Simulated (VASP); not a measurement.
Wanted: the native input for a VASP 6.6.1 run.

```
Task                   : single point
Functional             : r2SCAN
Potentials or basis    : VASP PAW PBE potentials, release 64 (Co_sv, C)
Cutoff                 : 770 eV
k mesh                 : 8 × 8 × 8
Occupations            : gaussian, width 0.1 eV
Spin                   : collinear spin, ferromagnetic start
Starting moments       : [0.52, 0.0] μB
Dipole correction      : no
Further INCAR settings : ALGO = Normal; EDIFF = 1e-06; NBANDS = 22
```

Crystal: CoC.

```
Co C
1.0
     0.00000    1.99275    1.99275
     1.99275    0.00000    1.99275
     1.99275    1.99275    0.00000
Co C
1 1
Direct
  0.00000 0.00000 0.00000
  0.50000 0.50000 0.50000
```

The input as run:

POSCAR

```
CoC
1.0
    0.0000000000      1.9927520784      1.9927520784
    1.9927520784      0.0000000000      1.9927520784
    1.9927520784      1.9927520784      0.0000000000
Co C
1 1
Direct
    0.0000000000      0.0000000000      0.0000000000
    0.5000000000      0.5000000000      0.5000000000
```

INCAR.step1

```
  ALGO = Normal
  EDIFF = 1E-5
  ENCUT = 770
  GGA = PE
  GGA_COMPAT = F
  ISMEAR = 0
  ISPIN = 2
  LASPH = T
  LCHARG = F
  LMAXMIX = 4
  LREAL = F
  LWAVE = T
  MAGMOM = 0.52 0
  NBANDS = 22
  NELM = 200
  PREC = Accurate
  SIGMA = 0.1
```

INCAR.step2

```
  ALGO = Normal
  EDIFF = 1E-6
  ENCUT = 770
  GGA_COMPAT = F
  ISIF = 2
  ISMEAR = 0
  ISPIN = 2
  ISTART = 1
  LASPH = T
  LCHARG = F
  LMAXMIX = 4
  LMIXTAU = T
  LORBIT = 11
  LREAL = F
  LWAVE = F
  MAGMOM = 0.52 0
  METAGGA = R2SCAN
  NBANDS = 22
  NELM = 200
  PREC = Accurate
  SIGMA = 0.1
```

KPOINTS

```
k-points
0
Gamma
  8 8 8
```

Potentials or basis: VASP PAW PBE potentials, release 64 (Co_sv, C).

The run is started by

```sh
$ cat potpaw_PBE.64/Co_sv/POTCAR potpaw_PBE.64/C/POTCAR > POTCAR
$ cp INCAR.step1 INCAR
$ mpirun -np 1 vasp_std > vasp.out
$ cp INCAR.step2 INCAR
$ mpirun -np 1 vasp_std > vasp.out
```

Results of the run:

```yaml
Pressure: -0.5 GPa
Net_moment: 0.50 μB per cell
Site_moments: Co +0.40; C +0.07 μB
Valence_electrons_inside_the_program's_atomic_spheres: Co 15.20; C 2.37
```

Caveat: the PAW data sets were made with another functional, which shifts forces and pressure a little.

Run time: 73 s on 1 thread of Intel(R) Xeon(R) 6975P-C (Granite Rapids), on a shared host, peak memory 0.19 GiB.
